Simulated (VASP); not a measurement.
# Pt3Cl in VASP: a series of runs

Pt3Cl is run at these levels: PBE; tasks: single point.

Program: VASP 6.6.1. These are calculated values, not measurements. Logs are shortened: lines on timing, memory, paths and dates and some standing lists are left out, and cuts for length are marked.

## 1. The cell of the first run

The cell holds a slab with vacuum, 4 atoms: a = 2.807 Å, b = 2.807 Å, c = 19.351 Å, α = 90.00°, β = 90.00°, γ = 90.00°.

## 2. Single point, PBE

The input, INCAR:

```
SYSTEM = Pt3Cl
PREC     = Accurate       ! precision mode
ENCUT    = 400            ! plane-wave cutoff, eV
EDIFF    = 1E-6           ! SCF threshold, eV
ISMEAR   = 0              ! smearing method
SIGMA    = 0.1            ! smearing width, eV
LREAL    = .False.        ! projectors in reciprocal space
LASPH    = .True.         ! aspherical terms in the spheres
NELM     = 120            ! most SCF steps
ALGO     = Normal         ! electronic algorithm
ISIF     = 2              ! what is computed and relaxed
LWAVE    = .False.        ! write WAVECAR
LCHARG   = .False.        ! write CHGCAR
LDIPOL   = .True.       
IDIPOL   = 3            
DIPOL    = 0.5 0.5 0.363
GGA      = PE             ! functional
NBANDS   = 26             ! bands
GGA_COMPAT= .False.      
NELMDL   = -8
```

The input, KPOINTS:

```
Automatic mesh
0
Gamma
  9 9 1
  0 0 0
```

The input, POSCAR:

```
Pt3Cl
1.0
    2.8071640675      0.0000000000      0.0000000000
    0.0000000000      2.8071640675      0.0000000000
    0.0000000000      0.0000000000     19.3513901305
Pt Cl
3 1
Direct
    0.5000000000      0.5000000000      0.2067034964
    0.0000000000      0.0000000000      0.3062505503
    0.5000000000      0.5000000000      0.4099808504
    0.5000000000      0.5000000000      0.5274204624
```

Potentials or basis: VASP PAW PBE potentials, release 64 (Pt, Cl).

Launch:

```sh
$ cat potpaw_PBE.64/Pt/POTCAR potpaw_PBE.64/Cl/POTCAR > POTCAR
$ mpirun -np 1 vasp_std > vasp.out
```

OUTCAR:

```text
SYSTEM = Pt3Cl
   PREC = Accurate
   ENCUT = 400
   EDIFF = 1E-6
   ISMEAR = 0
   LREAL = .False.
   LASPH = .True.
   NELM = 120
   ISIF = 2
   GGA = PE
   NELMDL = -8

 ion  position               nearest neighbor table
   1  0.500  0.500  0.207-   2 2.77   2 2.77   2 2.77   2 2.77
   2  0.000  0.000  0.306-   1 2.77   1 2.77   1 2.77   1 2.77   3 2.82   3 2.82   3 2.82   3 2.82

   3  0.500  0.500  0.410-   4 2.27   2 2.82   2 2.82   2 2.82   2 2.82
   4  0.500  0.500  0.527-   3 2.27

  LATTYP: Found a simple tetragonal cell.
 ALAT       =     2.8071640675
 C/A-ratio  =     6.8935728961

  Lattice vectors:

 A1 = (   2.8071640675,   0.0000000000,   0.0000000000)
 A2 = (   0.0000000000,   2.8071640675,   0.0000000000)
 A3 = (   0.0000000000,   0.0000000000,  19.3513901305)

Analysis of symmetry for initial positions (statically):
=====================================================================
 Subroutine PRICEL returns:
 Original cell was already a primitive cell.

 Routine SETGRP: Setting up the symmetry group for a
 simple tetragonal supercell.

 Subroutine GETGRP returns: Found  8 space group operations
 (whereof  8 operations were pure point group operations)
 out of a pool of 16 trial point group operations.

The static configuration has the point symmetry C_4v.

Analysis of symmetry for dynamics (positions and initial velocities):
=====================================================================
 Subroutine PRICEL returns:
 Original cell was already a primitive cell.

 Routine SETGRP: Setting up the symmetry group for a
 simple tetragonal supercell.

 Subroutine GETGRP returns: Found  8 space group operations
 (whereof  8 operations were pure point group operations)
 out of a pool of 16 trial point group operations.

The dynamic configuration has the point symmetry C_4v.

 Subroutine INISYM returns: Found  8 space group operations
 (whereof  8 operations are pure point group operations),
 and found     1 'primitive' translations

----------------------------------------------------------------------------------------

                                     Primitive cell

  volume of cell :     152.4922

  direct lattice vectors                    reciprocal lattice vectors
     2.807164068  0.000000000  0.000000000     0.356231405  0.000000000  0.000000000
     0.000000000  2.807164068  0.000000000     0.000000000  0.356231405  0.000000000
     0.000000000  0.000000000 19.351390131     0.000000000  0.000000000  0.051675874

  length of vectors
     2.807164068  2.807164068 19.351390131     0.356231405  0.356231405  0.051675874

  position of ions in fractional coordinates (direct lattice)
     0.500000000  0.500000000  0.206703496
     0.000000000  0.000000000  0.306250550
     0.500000000  0.500000000  0.409980850
     0.500000000  0.500000000  0.527420462

  ion indices of the primitive-cell ions
   primitive index   ion index
                 1           1
                 2           2
                 3           3
                 4           4

----------------------------------------------------------------------------------------

 KPOINTS: Automatic mesh

Automatic generation of k-mesh.
 Grid dimensions read from file:
 generate k-points for:    9    9    1

 Generating k-lattice:

  Cartesian coordinates                     Fractional coordinates (reciprocal lattice)
     0.039581267  0.000000000  0.000000000     0.111111111  0.000000000  0.000000000
     0.000000000  0.039581267  0.000000000     0.000000000  0.111111111  0.000000000
     0.000000000  0.000000000  0.051675874     0.000000000  0.000000000  1.000000000

  Length of vectors
     0.039581267  0.039581267  0.051675874

  Shift w.r.t. Gamma in fractional coordinates (k-lattice)
     0.000000000  0.000000000  0.000000000

 Subroutine IBZKPT returns following result:
 ===========================================

 Found     15 irreducible k-points:

 Following reciprocal coordinates:
            Coordinates               Weight
  0.000000  0.000000  0.000000      1.000000
  0.111111  0.000000  0.000000      4.000000
  0.222222  0.000000  0.000000      4.000000
  0.333333  0.000000  0.000000      4.000000
  0.444444  0.000000  0.000000      4.000000
  0.111111  0.111111  0.000000      4.000000
  0.222222  0.111111  0.000000      8.000000
  0.333333  0.111111  0.000000      8.000000
  0.444444  0.111111  0.000000      8.000000
  0.222222  0.222222  0.000000      4.000000
  0.333333  0.222222  0.000000      8.000000
  0.444444  0.222222  0.000000      8.000000
  0.333333  0.333333  0.000000      4.000000
  0.444444  0.333333  0.000000      8.000000
  0.444444  0.444444  0.000000      4.000000
   k-points           NKPTS =     15   k-points in BZ     NKDIM =     15   number of bands    NBANDS=     26
   number of dos      NEDOS =    301   number of ions     NIONS =      4
   total plane-waves  NPLWV =  40824
   dimension x,y,z NGX =    18 NGY =   18 NGZ =  126
   dimension x,y,z NGXF=    36 NGYF=   36 NGZF=  252
   ions per type =               3   1
   NGX,Y,Z   is equivalent  to a cutoff of  10.66, 10.66, 10.82 a.u.
   NGXF,Y,Z  is equivalent  to a cutoff of  21.32, 21.32, 21.65 a.u.
 SYSTEM =  Pt3Cl
   PREC   = accura    normal or accurate (medium, high low for compatibility)
   ISTART =      0    job   : 0-new  1-cont  2-samecut
   ICHARG =      2    charge: 1-file 2-atom 10-const
   ISPIN  =      1    spin polarized calculation?
   LNONCOLLINEAR =      F non collinear calculations
   LSORBIT =      F    spin-orbit coupling
   LASPH  =      T    aspherical Exc in radial PAW
   ENCUT  =  400.0 eV  29.40 Ry    5.42 a.u.   4.58  4.58 31.56*2*pi/ulx,y,z
   NELM   =    120;   NELMIN=  2; NELMDL= -8     # of ELM steps
   EDIFF  = 0.1E-05   stopping-criterion for ELM
   LREAL  =      F    real-space projection
   EDIFFG = 0.1E-04   stopping-criterion for IOM
   NSW    =      0    number of steps for IOM
   IBRION =     -1    ionic relax: 0-MD 1-quasi-New 2-CG
   NFREE  =      0    steps in history (QN), initial steepest desc. (CG)
   ISIF   =      2    stress and relaxation
   ISYM   =      2    0-nonsym 1-usesym 2-fastsym
   POTIM  = 0.5000    time-step for ionic-motion
   TEBEG  =    0.0;   TEEND  =   0.0 temperature during run
   PSTRESS=    0.0 pullay stress
   NELECT =      37.0000    total number of electrons
   NUPDOWN=      -1.0000    fix difference up-down
   EMIN   =  10.00;   EMAX   =-10.00  energy-range for DOS
   EFERMI =   0.00;   METHOD = LEGACY
   ISMEAR =     0;   SIGMA  =   0.10  broadening in eV -4-tet -1-fermi 0-gaus
   EFERMI_NEDOS =   21; number of points for ismear=-14 and -15
   IALGO  =     38    algorithm
   IMIX   =      4    mixing-type and parameters
     AMIX     =   0.40;   BMIX     =  1.00
     AMIX_MAG =   1.60;   BMIX_MAG =  1.00
  volume/ion in A,a.u.               =      38.12       257.27
  Fermi-wavevector in a.u.,A,eV,Ry     =   1.021079  1.929560 14.185475  1.042603
  Thomas-Fermi vector in A             =   2.154684
   LORBIT       =      0    0 simple, 1 ext, 2 COOP (PROOUT), +10 PAW based schemes
   GGA     = PE    functional components
   LHFCALC =     F    Hartree Fock is set to
   AEXX    =    0.0000 exact exchange contribution
   IVDW    =     0    specifies the selected vdW correction
   LEPSILON=     F    determine dielectric tensor
   LRPA    =     F    only Hartree local field effects (RPA)
 non-spin polarized calculation
 Gauss-broadening in eV      SIGMA  =   0.10
  energy-cutoff  :      400.00
  volume of cell :      152.49
 maximum number of plane-waves:      2819
   NGX =  9   NGY =  9   NGZ = 63

 dipolmoment           0.000000      0.000000      0.001610 electrons x Angstroem

 number of electron      36.9999990 magnetization

 dipolmoment           0.000000      0.000000     -0.008516 electrons x Angstroem

 Free energy of the ion-electron system (eV)
  ---------------------------------------------------
  ext. energy  EPLUGINS =         0.00000000
  ---------------------------------------------------
  free energy    TOTEN  =       -18.87657138 eV

  energy without entropy =      -18.83563462  energy(sigma->0) =      -18.85610300

 E-fermi :   0.6009     XC(G=0):  -6.1201

 val. band max:        0.6005959312   @ k =   0.3333   0.1111   0.0000
 cond. band min:       0.6046918304   @ k =   0.3333   0.2222   0.0000
 fundamental gap:      0.0040958992
 Fermi energy:         0.6008778013

 k-point     1 :       0.0000    0.0000    0.0000
  band No.  band energies     occupation
      1     -15.9663      2.00000
      2      -8.2548      2.00000
      3      -6.0185      2.00000
      4      -5.6779      2.00000
      5      -5.2427      2.00000
      6      -5.0317      2.00000
[... 18 lines left out ...]
     25       6.7988      0.00000
     26       7.6299      0.00000

 k-point     2 :       0.1111    0.0000    0.0000
  band No.  band energies     occupation
      1     -15.8505      2.00000
      2      -7.9686      2.00000
      3      -5.8177      2.00000
      4      -5.4897      2.00000
      5      -5.0815      2.00000
      6      -4.8587      2.00000
[... 18 lines left out ...]
     25       7.0968      0.00000
     26       7.8336      0.00000

 k-point     3 :       0.2222    0.0000    0.0000
  band No.  band energies     occupation
      1     -15.5354      2.00000
      2      -7.2224      2.00000
      3      -5.5481      2.00000
      4      -5.1180      2.00000
      5      -4.8648      2.00000
      6      -4.1524      2.00000
[... 311 lines left out ...]
 k-point    14 :       0.4444    0.3333    0.0000
  band No.  band energies     occupation
      1     -14.0411      2.00000
      2      -5.3588      2.00000
      3      -5.1087      2.00000
      4      -4.9519      2.00000
      5      -4.8335      2.00000
      6      -4.2309      2.00000
[... 18 lines left out ...]
     25       8.3141      0.00000
     26       9.3988      0.00000

 k-point    15 :       0.4444    0.4444    0.0000
  band No.  band energies     occupation
      1     -13.7610      2.00000
      2      -5.6059      2.00000
      3      -5.1519      2.00000
      4      -5.1385      2.00000
      5      -5.0724      2.00000
      6      -4.2087      2.00000
[... 18 lines left out ...]
     25       8.0527      0.00000
     26       9.1339      0.00000

------------------------ aborting loop because EDIFF is reached ----------------------------------------

 vacuum level on the upper side and lower side of the slab       (xc-potential included)        -0.272        -0.111

  FORCE on cell =-STRESS in cart. coord.  units (eV):
  Direction    XX          YY          ZZ          XY          YZ          ZX
  --------------------------------------------------------------------------------------
  -------------------------------------------------------------------------------------
  Total       -0.9599453     -0.9599453     -0.0460910      0.0000000      0.0000000      0.0000000
  in kB      -10.0857755    -10.0857755     -0.4842604      0.0000000      0.0000000      0.0000000
  external PRESSURE =      -6.8852704 kB  Pullay stress =       0.0000000 kB

 VOLUME and BASIS-vectors are now :
 -----------------------------------------------------------------------------
  energy-cutoff  :      400.00
  volume of cell :      152.49
      direct lattice vectors                 reciprocal lattice vectors
     2.807164068  0.000000000  0.000000000     0.356231405  0.000000000  0.000000000
     0.000000000  2.807164068  0.000000000     0.000000000  0.356231405  0.000000000
     0.000000000  0.000000000 19.351390131     0.000000000  0.000000000  0.051675874

 POSITION                                       TOTAL-FORCE (eV/Angst)
 -----------------------------------------------------------------------------------
      1.40358      1.40358      4.00000         0.000000     -0.000000     -0.054818
      0.00000      0.00000      5.92637         0.000000      0.000000      0.066898
      1.40358      1.40358      7.93370         0.000000     -0.000000      0.019031
      1.40358      1.40358     10.20632        -0.000000      0.000000     -0.031111
 -----------------------------------------------------------------------------------
    total drift:                                0.000000      0.000000      0.000463

  FREE ENERGIE OF THE ION-ELECTRON SYSTEM (eV)
  ---------------------------------------------------
  free  energy   TOTEN  =       -18.8765713800 eV

  energy  without entropy=      -18.8356346215  energy(sigma->0) =      -18.85610300

 vacuum level on the upper side and lower side of the slab         5.962         6.111
```

Wall time 41 s (1 thread of AMD EPYC 9R45 (Zen 5), shared host); peak memory 0.17 GiB.

What came out:

- Free energy: -18.8766 eV
- Largest force: 0.067 eV/Å
- Band gap on the k mesh: zero (an odd number of electrons rules out a gap without spin polarisation)

Forces in eV/Å, atoms in the order of the input:
```
Pt   0.000  0.000 -0.055
Pt   0.000  0.000  0.067
Pt   0.000  0.000  0.019
Cl   0.000  0.000 -0.031
```

Caveat: spin-orbit coupling is left out, which moves the levels of the heavy elements; an odd number of electrons without spin polarisation forces a metal; a magnetic or distorted state may lie lower.

(Continued in part 2 of 2.)
